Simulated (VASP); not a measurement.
Runs of VASP 6.6.1 on Ta2Al5. The structure is that of space group Cmmm (No. 65), or close to it. The cells are those of the table. 

```tsv
task	cell	k mesh	cutoff (eV)	smearing	gap on the mesh (eV)	pressure (GPa)	largest force (eV/Å)
relaxation of cell and atoms	relaxed from a = 5.227, b = 5.227, c = 4.336 Å, angles 90.0, 90.0, 103.6°, 7 atoms	3 × 3 × 4	600	gaussian 0.2 eV	none	-0.7	0.08
single point	a = 6.832, b = 6.832, c = 2.943 Å, angles 90.0, 90.0, 116.8°, 7 atoms	3 × 3 × 4	520	gaussian 0.2 eV	none	(a)	0.07
single point	a = 6.910, b = 6.910, c = 2.860 Å, angles 90.0, 90.0, 117.3°, 7 atoms	6 × 6 × 10	520	gaussian 0.1 eV	none	0.0	0.01
single point	a = 2.860, b = 6.910, c = 6.910 Å, angles 117.3, 90.0, 90.0°, 7 atoms	8 × 4 × 4	520	gaussian 0.2 eV	none	(b)	0.08
```

Alike in all rows: level PBE; potentials or basis VASP PAW PBE potentials, release 64 (Ta_pv, Al); no spin polarisation.

Fill in the values left out.

(a) -0.2; (b) 0.1.

Caveats: some runs use coarse meshes; spin-orbit coupling is left out, which moves the levels of the heavy elements; the relaxation stopped at a loose force limit of 0.08 eV/Å, so its end isn't a converged minimum (some runs).

A k mesh can miss the band edges, and the runs leave out spin-orbit coupling on Ta.

A gap of «none» marks levels without a gap at the run's occupations.
